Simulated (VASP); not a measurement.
# Ca: single point with PBE

Ca:

```
CELL_PARAMETERS angstrom
0.00000 3.78139 3.78139
3.78139 0.00000 3.78139
3.78139 3.78139 0.00000
ATOMIC_POSITIONS crystal
Ca 0.87500 0.87500 0.87500
Ca 0.12500 0.12500 0.12500
```

This isn't the form of Ca at room conditions, which is fcc.

* Program: VASP 6.6.1
* Task: single point
* Functional: PBE
* Potentials or basis: VASP PAW PBE potentials, release 64 (Ca_sv)
* Cutoff: 520 eV
* k mesh: 10 × 10 × 10
* Occupations: fermi-dirac, width 0.08 eV
* Spin: no spin polarisation

```
Pressure               : 2.2 GPa
Band gap on the k mesh : zero (bands 10 and 11 overlap by 1.17 eV)
```

Levels at points of the mesh, in eV from the Fermi level:
```
           k point  band 8  band 9  band 10  band 11  band 12  band 13
(0.00, 0.00, 0.00)  -23.58   -3.44     0.81     0.81     0.81     0.82
(0.50, 0.00, 0.00)  -23.56   -1.81    -0.93     0.66     0.66     0.90
(0.50, 0.50, 0.00)  -23.54   -0.84    -0.84     0.05     0.05     1.16
```

Run time: 110 s on 1 thread of Intel Xeon 8259CL, with other jobs on the host, peak memory 0.27 GiB.
